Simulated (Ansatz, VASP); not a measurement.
# BaTiO3: VASP beside Ansatz

The input INCAR:

```
PREC     = Accurate       # precision mode
ENCUT    = 520            # plane-wave cutoff, eV
EDIFF    = 1E-6           # SCF threshold, eV
ISMEAR   = -1             # smearing method
SIGMA    = 0.02           # smearing width, eV
LREAL    = F              # projectors in reciprocal space
LASPH    = T              # aspherical terms in the spheres
NELM     = 80             # most SCF steps
ALGO     = Normal         # electronic algorithm
ISIF     = 2              # what is computed and relaxed
LWAVE    = F              # write WAVECAR
LCHARG   = F              # write CHGCAR
GGA      = PE             # functional
NBANDS   = 28             # bands
```

KPOINTS

```
regular mesh
0
Gamma
  6 6 6
```

The input POSCAR:

```
BaTiO3
1.0
    3.8131590514      0.0000000000      0.0000000000
    0.0000000000      3.8131590514      0.0000000000
    0.0000000000      0.0000000000      3.9484664854
Ba Ti O
1 1 3
Direct
    0.5000000000      0.5000000000      0.5756947647
    0.0000000000      0.0000000000      0.0851953261
    0.0000000000      0.5000000000      0.0669884550
    0.5000000000      0.0000000000      0.0669884550
    0.0000000000      0.0000000000      0.5651299892
```

Input for Ansatz:

```yaml
crystal:
  lattice:
    - [3.8131590514, 0.0, 0.0]
    - [0.0, 3.8131590514, 0.0]
    - [0.0, 0.0, 3.9484664854]
  atoms:
    - { symbol: Ba, position: [0.5, 0.5, 0.5756947647] }
    - { symbol: Ti, position: [0.0, 0.0, 0.0851953261] }
    - { symbol: O, position: [0.0, 0.5, 0.066988455] }
    - { symbol: O, position: [0.5, 0.0, 0.066988455] }
    - { symbol: O, position: [0.0, 0.0, 0.5651299892] }
kpoints:
  mp_grid: { grid: [6, 6, 6] }
  band_path:
    path:
      - [0.0, 0.0, 0.0]
      - [0.0, 0.5, 0.0]
      - [0.5, 0.5, 0.0]
      - [0.0, 0.0, 0.5]
      - [0.0, 0.5, 0.5]
      - [0.5, 0.5, 0.5]
    npoints: 1
hamiltonian:
  xc: pbe
scf:
  occupations: { method: fermi_dirac, width: 0.02 }
  n_extra_bands: 5
output:
  forces: true
  stress: true
  eigenvalues: true
```

Change from the starting cell: hydrostatic strain -4.0%.

Alike in both runs: task single point; functional PBE; k mesh 6 × 6 × 6; occupations fermi-dirac, width 0.02 eV; no spin polarisation.

|  | VASP | Ansatz |
| --- | --- | --- |
| version | VASP 6.6.1 | Ansatz 0.2.0 |
| potentials or method | VASP PAW PBE potentials, release 64 (Ba_sv, Ti_sv, O) | plane waves, PAW |
| plane-wave cutoff (eV) | 520 | 420 |
| valence electrons in the cell | 40 | 40 |

```csv
,VASP,Ansatz,Ansatz less VASP
gap on the k mesh at the Fermi level (eV),1.96,2.04,+0.078
pressure (GPa),29.9,27.2,-2.71
"traceless stress, the component that is largest in VASP (GPa)",-6.38,-6.19,+0.192
rms of the force components (eV/Å),0.018,0.015,-0.0031
```

Atom by atom the forces differ by 0.009 eV/Å (rms over components). The functional is the same, so the differences come from potentials, cutoffs and numerics.

Spin-orbit coupling is off throughout.
